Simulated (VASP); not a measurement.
# Ge (Cmcm) in VASP: a series of runs

The runs below take Ge through single point, with PBEsol, r2SCANh, PBE.

Program: VASP 6.6.1. These are calculated values, not measurements. Logs are shortened: lines on timing, memory, paths and dates and some standing lists are left out, and cuts for length are marked.

**1. The cell of the first run**

The structure is orthorhombic, space group Cmcm (No. 63). Conventional cell: a = 2.976 Å, b = 5.189 Å, c = 4.728 Å, α = 90.00°, β = 90.00°, γ = 90.00°. Ge (site symmetry m2m) has 12 Ge at 2.92 to 2.99 Å within 3.9 Å.

This isn't the form of Ge at room conditions, which is diamond.

**2. Single point, PBEsol, non-collinear spin, zero start, spin-orbit coupling**

Input file INCAR:

```
SYSTEM = Ge
ALGO = Normal
EDIFF = 1E-7
ENCUT = 520
GGA = PS
GGA_COMPAT = .False.
ISIF = 2
ISMEAR = -1
LASPH = .True.
LCHARG = .False.
LORBIT = 11
LORBMOM = .True.
LREAL = .False.
LSORBIT = .True.
LWAVE = .False.
MAGMOM = 0 0 0 0 0 0
NBANDS = 40
NELM = 150
PREC = Accurate
SIGMA = 0.05
```

Input file KPOINTS:

```
k-points
0
Gamma
  10 10 6
  0 0 0
```

Input file POSCAR:

```
Ge
1.0
    1.4880529250     -2.5946896100      0.0000000000
    1.4880529250      2.5946896100      0.0000000000
    0.0000000000      0.0000000000      4.7275957900
Ge
2
Direct
    0.3334466300      0.6665533700      0.2500000000
    0.6665533700      0.3334466300      0.7500000000
```

Potentials or basis: VASP PAW PBE potentials, release 64 (Ge_d).

The run is started by

```sh
> cat potpaw_PBE.64/Ge_d/POTCAR > POTCAR
> mpirun -np 1 vasp_ncl > vasp.out
```

OUTCAR:

```text
SYSTEM = Ge
   EDIFF = 1E-7
   ENCUT = 520
   GGA = PS
   ISIF = 2
   ISMEAR = -1
   LASPH = .True.
   LORBIT = 11
   LREAL = .False.
   LSORBIT = .True.
   NELM = 150
   PREC = Accurate

 ion  position               nearest neighbor table
   1  0.333  0.667  0.250-
   2  0.667  0.333  0.750-

  LATTYP: Found a base centered orthorhombic cell.
 ALAT       =     2.9761058500
 B/A-ratio  =     1.7436809984
 C/A-ratio  =     1.5885173540

  Lattice vectors:

 A1 = (   1.4880529250,  -2.5946896100,   0.0000000000)
 A2 = (   1.4880529250,   2.5946896100,   0.0000000000)
 A3 = (   0.0000000000,   0.0000000000,   4.7275957900)

Analysis of symmetry for initial positions (statically):
=====================================================================
 Subroutine PRICEL returns:
 Original cell was already a primitive cell.

 Routine SETGRP: Setting up the symmetry group for a
 base centered orthorhombic supercell.

 Subroutine GETGRP returns: Found  8 space group operations
 (whereof  4 operations were pure point group operations)
 out of a pool of  8 trial point group operations.

The static configuration has the point symmetry C_2h.
 The point group associated with its full space group is D_2h.

Analysis of symmetry for dynamics (positions and initial velocities):
=====================================================================
 Subroutine PRICEL returns:
 Original cell was already a primitive cell.

 Routine SETGRP: Setting up the symmetry group for a
 base centered orthorhombic supercell.

 Subroutine GETGRP returns: Found  8 space group operations
 (whereof  4 operations were pure point group operations)
 out of a pool of  8 trial point group operations.

The dynamic configuration has the point symmetry C_2h.
 The point group associated with its full space group is D_2h.

Analysis of structural, dynamic, and magnetic symmetry:
=====================================================================
 Subroutine PRICEL returns:
 Original cell was already a primitive cell.

 Routine SETGRP: Setting up the symmetry group for a
 base centered orthorhombic supercell.

 Subroutine GETGRP returns: Found  8 space group operations
 (whereof  4 operations were pure point group operations)
 out of a pool of  8 trial point group operations.

The overall configuration has the point symmetry C_2h.
 The point group associated with its full space group is D_2h.
[... 1212 lines left out ...]
      1.48805      0.86431      1.18190         0.000000     -0.000414     -0.000000
      1.48805     -0.86431      3.54570         0.000000      0.000414      0.000000
 -----------------------------------------------------------------------------------
    total drift:                                0.000000     -0.000000     -0.000000

  FREE ENERGIE OF THE ION-ELECTRON SYSTEM (eV)
  ---------------------------------------------------
  free  energy   TOTEN  =        -9.3597007499 eV

  energy  without entropy=       -9.3513070941  energy(sigma->0) =       -9.35550392

 orbital moment (x)

 # of ion     p       d       tot
 ----------------------------------------
  1        -0.000  -0.000  -0.000
  2        -0.000  -0.000  -0.000
 ----------------------------------------
           -0.000  -0.000  -0.000

 orbital moment (y)

 # of ion     p       d       tot
 ----------------------------------------
  1         0.000  -0.000  -0.000
  2         0.000   0.000   0.000
 ----------------------------------------
            0.000  -0.000  -0.000

 orbital moment (z)

 # of ion     p       d       tot
 ----------------------------------------
  1         0.000  -0.000  -0.000
  2         0.000  -0.000  -0.000
 ----------------------------------------
            0.000  -0.000  -0.000

 Spin-Orbit-Coupling matrix elements

 Ion:    1  E_soc:     -0.0174542
 l=   1
     0.0000000    -0.0019499    -0.0020258
    -0.0019499     0.0000000    -0.0019480
    -0.0020258    -0.0019480     0.0000000
 l=   2
     0.0000000    -0.0001867     0.0000000    -0.0001867    -0.0007481
    -0.0001867     0.0000000    -0.0005616    -0.0001853    -0.0001867
     0.0000000    -0.0005616     0.0000000    -0.0005616     0.0000000
    -0.0001867    -0.0001853    -0.0005616     0.0000000    -0.0001867
    -0.0007481    -0.0001867     0.0000000    -0.0001867     0.0000000
 l=   3
     0.0000000     0.0000000     0.0000000     0.0000000     0.0000000     0.0000000     0.0000000
     0.0000000     0.0000000     0.0000000     0.0000000     0.0000000     0.0000000     0.0000000
     0.0000000     0.0000000     0.0000000     0.0000000     0.0000000     0.0000000     0.0000000
     0.0000000     0.0000000     0.0000000     0.0000000     0.0000000     0.0000000     0.0000000
     0.0000000     0.0000000     0.0000000     0.0000000     0.0000000     0.0000000     0.0000000
     0.0000000     0.0000000     0.0000000     0.0000000     0.0000000     0.0000000     0.0000000
     0.0000000     0.0000000     0.0000000     0.0000000     0.0000000     0.0000000     0.0000000

 Ion:    2  E_soc:     -0.0174542
 l=   1
     0.0000000    -0.0019499    -0.0020258
    -0.0019499     0.0000000    -0.0019480
    -0.0020258    -0.0019480     0.0000000
 l=   2
     0.0000000    -0.0001867     0.0000000    -0.0001867    -0.0007481
    -0.0001867     0.0000000    -0.0005616    -0.0001853    -0.0001867
     0.0000000    -0.0005616     0.0000000    -0.0005616     0.0000000
    -0.0001867    -0.0001853    -0.0005616     0.0000000    -0.0001867
    -0.0007481    -0.0001867     0.0000000    -0.0001867     0.0000000
 l=   3
     0.0000000     0.0000000     0.0000000     0.0000000     0.0000000     0.0000000     0.0000000
     0.0000000     0.0000000     0.0000000     0.0000000     0.0000000     0.0000000     0.0000000
     0.0000000     0.0000000     0.0000000     0.0000000     0.0000000     0.0000000     0.0000000
     0.0000000     0.0000000     0.0000000     0.0000000     0.0000000     0.0000000     0.0000000
     0.0000000     0.0000000     0.0000000     0.0000000     0.0000000     0.0000000     0.0000000
     0.0000000     0.0000000     0.0000000     0.0000000     0.0000000     0.0000000     0.0000000
     0.0000000     0.0000000     0.0000000     0.0000000     0.0000000     0.0000000     0.0000000

 total charge

# of ion       s       p       d       tot
------------------------------------------
    1        1.268   0.907  10.029  12.204
    2        1.268   0.907  10.029  12.204
--------------------------------------------------
tot          2.537   1.814  20.057  24.408

 magnetization (x)

# of ion       s       p       d       tot
------------------------------------------
    1        0.000   0.000   0.000   0.000
    2        0.000   0.000   0.000   0.000
--------------------------------------------------
tot          0.000   0.000   0.000   0.000

 magnetization (y)

# of ion       s       p       d       tot
------------------------------------------
    1        0.000   0.000   0.000   0.000
    2        0.000   0.000   0.000   0.000
--------------------------------------------------
tot          0.000   0.000   0.000   0.000

 magnetization (z)

# of ion       s       p       d       tot
------------------------------------------
    1        0.000   0.000   0.000   0.000
    2        0.000   0.000   0.000   0.000
--------------------------------------------------
tot          0.000   0.000   0.000   0.000
```

OSZICAR:

```text
N       E                     dE             d eps       ncg     rms          rms(c)
DAV:   1     0.250106111276E+03    0.25011E+03   -0.13044E+04 12504   0.407E+03
DAV:   2     0.368517079877E+02   -0.21325E+03   -0.20404E+03  9928   0.841E+02
DAV:   3    -0.690070313885E+01   -0.43752E+02   -0.42859E+02 10992   0.198E+02
DAV:   4    -0.935570151410E+01   -0.24550E+01   -0.24492E+01 11616   0.546E+01
DAV:   5    -0.940282289880E+01   -0.47121E-01   -0.47119E-01 10688   0.878E+00    0.173E+00
DAV:   6    -0.937181978370E+01    0.31003E-01   -0.42399E-02 13472   0.320E+00    0.894E-01
DAV:   7    -0.936024258232E+01    0.11577E-01   -0.16602E-02 13216   0.180E+00    0.172E-01
DAV:   8    -0.935984323860E+01    0.39934E-03   -0.13980E-03 11248   0.529E-01    0.754E-02
DAV:   9    -0.935969296849E+01    0.15027E-03   -0.30694E-04 13336   0.338E-01    0.288E-02
DAV:  10    -0.935970102018E+01   -0.80517E-05   -0.12626E-05 10696   0.452E-02    0.558E-03
DAV:  11    -0.935970080746E+01    0.21272E-06   -0.85358E-07 11744   0.893E-03    0.384E-04
DAV:  12    -0.935970074987E+01    0.57596E-07   -0.54913E-08  6960   0.285E-03
   1 F= -.93597007E+01 E0= -.93555039E+01  d E =-.839366E-02  mag=    -0.0000     0.0000     0.0000
```

stdout:

```text
POSCAR found type information on POSCAR Ge
 POSCAR found :  1 types and       2 ions
 scaLAPACK will be used
 -----------------------------------------------------------------------------
|                                                                             |
|                                                                             |
|     You enforced a specific xc type in the INCAR file but a different       |
|     I HOPE YOU KNOW WHAT YOU ARE DOING!                                     |
|                                                                             |
 -----------------------------------------------------------------------------

 LDA part: xc-table for (Slater+PW92), standard interpolation
 POSCAR, INCAR and KPOINTS ok, starting setup
 FFT: planning ... GRIDC
 FFT: planning ... GRID_SOFT
 FFT: planning ... GRID
 WAVECAR not read
 entering main loop
```

Run time: 7.9 min. Hardware: 1 thread of Intel Xeon 8259CL, shared host; peak memory 0.39 GiB.

What came out:

```yaml
Free_energy: -9.3597 eV
Pressure: 0.5 GPa
Net_moment: 0.00 μB per cell
Valence_electrons_inside_the_program's_atomic_spheres: Ge 12.20
```

Stress tensor (GPa, compression positive):
```
-0.38  0.00  0.00
 0.00 -0.20  0.00
 0.00  0.00  2.11
```

Moments on the atoms (μB; x, y, z):
```
Ge  0.00 0.00 0.00
Ge  0.00 0.00 0.00
```

Caveat: the PAW data sets were made with another functional, which shifts forces and pressure a little.

**3. Single point, r2SCANh**

POSCAR is that of step 2.

Input file INCAR.step1:

```
PREC = Accurate
ENCUT = 520
EDIFF = 1E-5
ISMEAR = -1
SIGMA = 0.05
LREAL = F
LASPH = T
NELM = 100
ALGO = Normal
ISIF = 2
LWAVE = T
LCHARG = F
NBANDS = 21
GGA = PE
```

Input file INCAR.step2:

```
PREC = Accurate
ENCUT = 520
EDIFF = 1E-6
ISMEAR = -1
SIGMA = 0.05
LREAL = F
LASPH = T
NELM = 100
ALGO = Normal
ISIF = 2
LWAVE = F
LCHARG = F
METAGGA = R2SCAN
LHFCALC = T
AEXX = 0.1
LMIXTAU = T
PRECFOCK = Normal
NBANDS = 21
ISTART = 1
```

Input file KPOINTS:

```
Automatic mesh
0
Gamma
  5 5 3
```

Potentials or basis: VASP PAW PBE potentials, release 64 (Ge_d).

The run is started by

```sh
> cat potpaw_PBE.64/Ge_d/POTCAR > POTCAR
> cp INCAR.step1 INCAR
> mpirun -np 1 vasp_std > vasp.out
> cp INCAR.step2 INCAR
> mpirun -np 1 vasp_std > vasp.out
```

Wall time 21 min (1 thread of Intel Xeon 6975P-C (Granite Rapids), shared host); peak memory 0.16 GiB.

The run converged. Its results:

```yaml
Free_energy: -25.7560 eV
Pressure: 1.7 GPa
Largest_force: 0.075 eV/Å
Band_gap_on_the_k_mesh: zero (bands 14 and 15 overlap by 8.88 eV)
```

Forces in eV/Å, atoms in the order of the input:
```
Ge   0.000 -0.075  0.000
Ge   0.000  0.075  0.000
```

Stress tensor (GPa, compression positive):
```
-1.83  0.00  0.00
 0.00 -1.52  0.00
 0.00  0.00  8.54
```

Levels at points of the mesh, in eV from the Fermi level:
```tsv
k point	band 10	band 11	band 12	band 13	band 14	band 15	band 16	band 17	band 18	band 19
(0.00, 0.00, 0.00)	-26.60	-14.70	-8.17	-6.19	7.56	7.69	9.80	9.93	11.38	12.67
```

Caveat: the k points lie up to 0.49 Å⁻¹ apart, too coarse for converged energies and pressures of a metal; the PAW data sets were made with another functional, which shifts forces and pressure a little.

**4. Single point, PBEsol**

Input file INCAR:

```
ALGO     = Normal         # electronic algorithm
EDIFF    = 1E-6           # SCF threshold, eV
ENCUT    = 520            # plane-wave cutoff, eV
GGA      = PS             # functional
ISIF     = 2              # what is computed and relaxed
ISMEAR   = -1             # smearing method
LASPH    = T              # aspherical terms in the spheres
LCHARG   = F              # write CHGCAR
LREAL    = F              # projectors in reciprocal space
LWAVE    = F              # write WAVECAR
NBANDS   = 21             # bands
NELM     = 100            # most SCF steps
PREC     = Accurate       # precision mode
SIGMA    = 0.03           # smearing width, eV
```

Input file KPOINTS:

```
k-points
0
Gamma
  6 6 4
```

POSCAR is that of step 3.

The run is started by

```sh
> cat potpaw_PBE.64/Ge_d/POTCAR > POTCAR
> mpirun -np 1 vasp_std > vasp.out
```

Run time: 12 s. Hardware: 1 thread of AMD EPYC 9R45 (Zen 5), shared host; peak memory 0.13 GiB.

It converged, with:

- Free energy: -9.2843 eV
- Pressure: -0.6 GPa
- Band gap on the k mesh: zero (bands 14 and 15 overlap by 9.20 eV)

Forces in eV/Å, atoms in the order of the input:
```
Ge   0.000  0.003  0.000
Ge   0.000 -0.003  0.000
```

Stress tensor (GPa, compression positive):
```
-2.36  0.00  0.00
 0.00 -2.83  0.00
 0.00  0.00  3.42
```

Levels at points of the mesh, in eV from the Fermi level:
| k point | band 10 | band 11 | band 12 | band 13 | band 14 | band 15 | band 16 | band 17 | band 18 | band 19 |
| --- | --- | --- | --- | --- | --- | --- | --- | --- | --- | --- |
| (0.00, 0.00, 0.00) | -24.78 | -13.67 | -7.78 | -5.84 | 6.30 | 6.42 | 8.38 | 8.50 | 9.81 | 11.11 |
| (0.50, 0.00, 0.00) | -24.77 | -8.74 | -7.41 | -2.57 | -1.57 | -1.18 | 1.13 | 2.13 | 6.13 | 6.90 |
| (0.50, 0.50, 0.00) | -24.77 | -8.81 | -7.46 | -2.61 | -1.59 | -1.25 | 1.10 | 2.28 | 6.27 | 7.05 |
| (0.00, 0.00, 0.50) | -24.81 | -12.00 | -12.00 | 1.58 | 1.58 | 7.44 | 7.44 | 7.55 | 7.55 | 12.41 |
| (0.50, 0.00, 0.50) | -24.78 | -7.29 | -7.29 | -5.24 | -5.24 | 3.80 | 3.80 | 4.77 | 4.77 | 8.36 |
| (0.50, 0.50, 0.50) | -24.78 | -7.37 | -7.37 | -5.27 | -5.27 | 3.95 | 3.95 | 4.79 | 4.79 | 8.44 |

Caveat: the k points lie up to 0.41 Å⁻¹ apart, too coarse for converged energies and pressures of a metal; the PAW data sets were made with another functional, which shifts forces and pressure a little.

(Part 1 of 2 ends here.)
